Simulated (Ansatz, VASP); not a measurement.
**One calculation of TePb, two programs**

```xyz
2
Lattice="0.0000 3.2593 3.2270 3.2593 0.0000 3.2270 3.2593 3.2593 0.0000" Properties=species:S:1:pos:R:3 pbc="T T T"
Te    3.2593    3.2593    3.2270
Pb    0.0000    0.0000    0.0000
```

Change from the starting cell: equal xx and yy strain of +1 %, crystal datasets.

Alike in both runs: task electric field gradients; functional PBEsol; k mesh 10 × 10 × 10; occupations fermi-dirac, width 0.03 eV; no spin polarisation.

```csv
,VASP,Ansatz
version,VASP 6.6.1,Ansatz 0.2.0
potentials or method,"VASP PAW PBE potentials, release 64 (Te, Pb_d), cutoff 520 eV","all-electron PAW with datasets made for the crystal, scalar-relativistic"
```

Ansatz gave:

| Property | Result |
| --- | --- |
| pressure (GPa) | -1.0 |
| traceless stress, the component that is largest in VASP (GPa) | 0.73 |
| size of Vzz on the site where it differs most (V/Å²) | 33.8 |

**Question.** Estimate VASP's values.

**Answer.** Pressure (GPa): -1.1; traceless stress, the component that is largest in VASP (GPa): 0.73; size of Vzz on the site where it differs most (V/Å²): 31.8.

VASP's potentials were made for PBE, not for PBEsol. Ansatz ran all-electron here, and VASP with PAW potentials.

Spin-orbit coupling is off throughout.
